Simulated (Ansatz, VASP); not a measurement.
# Al: VASP beside Ansatz

The input INCAR:

```
ALGO = Normal ; DIPOL = 0.5 0.5 0.500
EDIFF = 1E-6 ; ENCUT = 520
GGA = PE ; IDIPOL = 3
ISIF = 2 ; ISMEAR = 0
LASPH = T ; LCHARG = T
LDIPOL = T ; LELF = T
LREAL = F ; LVACPOTAV = T
LVHAR = T ; LWAVE = F
NBANDS = 12 ; NELM = 80
PREC = Accurate ; SIGMA = 0.1
```

Contents of KPOINTS:

```
k-points
0
Gamma
  12 12 1
```

Contents of POSCAR:

```
Al
1.0
    2.8577415166      0.0000000000      0.0000000000
   -1.4288707583      2.4748767508      0.0000000000
    0.0000000000      0.0000000000     19.6666723550
Al
3
Direct
    0.6666666667      0.3333333333      0.3813558219
    0.3333333333      0.6666666667      0.5000000000
    0.0000000000      0.0000000000      0.6186441781
```

Input for Ansatz:

```yaml
crystal:
  lattice:
    - [2.8577415166, 0.0, 0.0]
    - [-1.4288707583, 2.4748767508, 0.0]
    - [0.0, 0.0, 19.666672355]
  atoms:
    - { symbol: Al, position: [0.6666666667, 0.3333333333, 0.3813558219] }
    - { symbol: Al, position: [0.3333333333, 0.6666666667, 0.5] }
    - { symbol: Al, position: [0.0, 0.0, 0.6186441781] }
basis:
  ecutwfc: 420
kpoints:
  mp_grid: { grid: [12, 12, 1] }
hamiltonian:
  xc: pbe
scf:
  occupations: { method: gaussian, width: 0.1 }
output:
  forces: true
  stress: true
  eigenvalues: true
  write_density: true
  write_potential: true
  elf: true
  volumetric_format: npy
efield:
  axis: 3
  dipole_correction: true
```

Alike in both runs: task single point; functional PBE; k mesh 12 × 12 × 1; occupations gaussian, width 0.1 eV; no spin polarisation.

|  | VASP | Ansatz |
| --- | --- | --- |
| version | VASP 6.6.1 | Ansatz 0.2.0 |
| potentials or method | VASP PAW PBE potentials, release 64 (Al), cutoff 520 eV | scalar-relativistic, plane waves, PAW |
| valence electrons in the cell | 9 | 9 |

```tsv
	VASP	Ansatz	Ansatz less VASP
gap on the k mesh at the Fermi level (eV)	none	none	-
rms of the force components (eV/Å)	0.047	0.046	-0.0003
work function, face that differs most (eV)	3.90	3.89	-0.003
```

Atom by atom the forces differ by 0.000 eV/Å (rms over components). A gap of «none» marks a metal or a gap that the smearing closes. Ansatz's warnings: xc potential rough in thin density.
